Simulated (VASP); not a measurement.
A run of VASP 6.6.1 is set up as follows.

POSCAR

```
CoSi
1.0
    4.4380000000      0.0000000000      0.0000000000
    0.0000000000      4.4380000000      0.0000000000
    0.0000000000      0.0000000000      4.4380000000
Co Si
4 4
Direct
    0.1441723870      0.1441723870      0.1441723870
    0.3558276130      0.8558276130      0.6441723870
    0.6441723870      0.3558276130      0.8558276130
    0.8558276130      0.6441723870      0.3558276130
    0.8431274752      0.8431274752      0.8431274752
    0.6568725248      0.1568725248      0.3431274752
    0.3431274752      0.6568725248      0.1568725248
    0.1568725248      0.3431274752      0.6568725248
```

Contents of INCAR.step1:

```
PREC = Accurate
ENCUT = 520
ISMEAR = 0
SIGMA = 0.05
LREAL = F
LASPH = T
NELM = 80
NBANDS = 36
GGA = PE
ALGO = Normal
EDIFF = 1E-4
LWAVE = T
LCHARG = F
```

File INCAR.step2:

```
PREC = Accurate
ENCUT = 520
EDIFF = 1E-6
ISMEAR = 0
SIGMA = 0.05
LREAL = F
LASPH = T
NELM = 80
ALGO = Normal
ISIF = 2
LWAVE = F
LCHARG = T
METAGGA = R2SCAN
LMIXTAU = T
LELF = T
LVHAR = T
NBANDS = 36
ISTART = 1
```

The input KPOINTS:

```
Automatic mesh
0
Gamma
  8 8 8
```

Potentials or basis: VASP PAW PBE potentials, release 64 (Co, Si).

The run is started by

```bash
$ cat potpaw_PBE.64/Co/POTCAR potpaw_PBE.64/Si/POTCAR > POTCAR
$ cp INCAR.step1 INCAR
$ mpirun -np 1 vasp_std > vasp.out
$ cp INCAR.step2 INCAR
$ mpirun -np 1 vasp_std > vasp.out
```

Problem. What does it give for the largest force?

Solution. 0.007 eV/Å.

Problem. What does it give for the band gap on the k mesh?

Solution. Zero (band 26 reaches 11.95 eV, above the bottom of band 27 at 11.75 eV).

Problem. What does it give for the pressure?

Solution. -8.4 GPa.

Forces on the atoms (eV/Å):
```
Co   0.004  0.004  0.004
Co  -0.004 -0.004  0.004
Co   0.004 -0.004 -0.004
Co  -0.004  0.004 -0.004
Si  -0.003 -0.003 -0.003
Si   0.003  0.003 -0.003
Si  -0.003  0.003  0.003
Si   0.003 -0.003  0.003
```

Caveat: the PAW data sets were made with another functional, which shifts forces and pressure a little. Spin polarisation is off, so any magnetic state and its effect on volume and gap are missing.
